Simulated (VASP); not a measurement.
MgH2:

```
Mg H
1.0
     4.47696    0.00000    0.00000
     0.00000    4.47696    0.00000
     0.00000    0.00000    3.00752
Mg H
2 4
Direct
  0.00000 0.00000 0.00000
  0.50000 0.50000 0.50000
  0.30454 0.30454 0.00000
  0.19546 0.80454 0.50000
  0.69546 0.69546 0.00000
  0.80454 0.19546 0.50000
```

Base run:

```yaml
Program: VASP 6.6.1
Functional: PBEsol
Potentials_or_basis: VASP PAW PBE potentials, release 64 (Mg, H)
Cutoff: 600 eV
k_mesh: 6 × 6 × 8
Occupations: gaussian, width 0.02 eV
Spin: no spin polarisation
```

Its results: band gap on the k mesh 3.58 eV, indirect (least direct gap 4.40 eV); pressure -0.1 GPa.

The run is repeated on the same cell with these changes: functional from PBEsol to r2SCAN; cutoff from 600 eV to 660 eV. What comes out?

Band gap on the k mesh 4.42 eV, indirect (least direct gap 5.24 eV); pressure -0.4 GPa.

r2SCAN gives the wider gap, since meta-GGAs in the generalised Kohn-Sham scheme recover part of the derivative discontinuity.

Caveats: the PAW data sets were made with another functional, which shifts forces and pressure a little.

A k mesh can miss the band edges.
